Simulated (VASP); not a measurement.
Set up this calculation in VASP 6.6.1, as the native input.

```yaml
Task: single point
Functional: PBE
Potentials_or_basis: VASP PAW PBE potentials, release 64 (Rb_sv)
Cutoff: 520 eV
k_mesh: 5 × 5 × 5
Occupations: fermi-dirac, width 0.1 eV
Spin: no spin polarisation
Dipole_correction: no
Further_INCAR_settings: ALGO = Normal; EDIFF = 1e-06; NBANDS = 10
```

The structure of Rb lies in POSCAR:

```
Rb
1.0
   -2.8105700000      2.7950300000      2.8073700000
    2.8138900000     -2.8219900000      2.8376500000
    2.7906200000      2.8020400000     -2.8343300000
Rb
1
Direct
    0.0000000000      0.0000000000      0.0000000000
```

These files were run (other wordings do the same):

INCAR

```
PREC     = Accurate       # precision mode
ENCUT    = 520            # plane-wave cutoff, eV
EDIFF    = 1E-6           # SCF threshold, eV
ISMEAR   = -1             # smearing method
SIGMA    = 0.1            # smearing width, eV
LREAL    = F              # projectors in reciprocal space
LASPH    = T              # aspherical terms in the spheres
NELM     = 80             # most SCF steps
ALGO     = Normal         # electronic algorithm
ISIF     = 2              # what is computed and relaxed
LWAVE    = F              # write WAVECAR
LCHARG   = F              # write CHGCAR
GGA      = PE             # functional
NBANDS   = 10             # bands
```

KPOINTS

```
Automatic mesh
0
Gamma
  5 5 5
```

Potentials or basis: VASP PAW PBE potentials, release 64 (Rb_sv).

Command:

```console
$ cat potpaw_PBE.64/Rb_sv/POTCAR > POTCAR
$ mpirun -np 1 vasp_std > vasp.out
```

Results of the run:

```
Pressure : 0.1 GPa
```

Wall time 52 s on 1 thread of AMD EPYC 7R13 (shared host), peak memory 0.19 GiB.
